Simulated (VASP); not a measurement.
H21O10F, 32 atoms in the cell. The cell holds an amorphous packing of atoms, 32 atoms: a = 7.572 Å, b = 7.572 Å, c = 7.572 Å, α = 90.00°, β = 90.00°, γ = 90.00°. 

```yaml
Program: VASP 6.6.1
Task: single point
Functional: PBE
Potentials_or_basis: VASP PAW PBE potentials, release 64 (O, H, F)
Cutoff: 520 eV
k_mesh: 1 × 1 × 1
Occupations: fermi-dirac, width 0.02 eV
Spin: no spin polarisation
Dipole_correction: no
Further_INCAR_settings: LREAL = Auto; ALGO = Normal; EDIFF = 1e-06; NBANDS = 66
```

Potentials or basis: VASP PAW PBE potentials, release 64 (O, H, F).

The run is started by

```console
$ cat potpaw_PBE.64/O/POTCAR potpaw_PBE.64/H/POTCAR potpaw_PBE.64/F/POTCAR > POTCAR
$ mpirun -np 1 vasp_gam > vasp.out
```

Hardware: 1 thread of Intel(R) Xeon(R) 6975P-C (Granite Rapids), on a shared host.

Estimate the wall time of this run.

It took 35 s on 1 thread of Intel(R) Xeon(R) 6975P-C (Granite Rapids) (shared host), peak memory 0.38 GiB. Counts: scf iterations 16, k points 1.
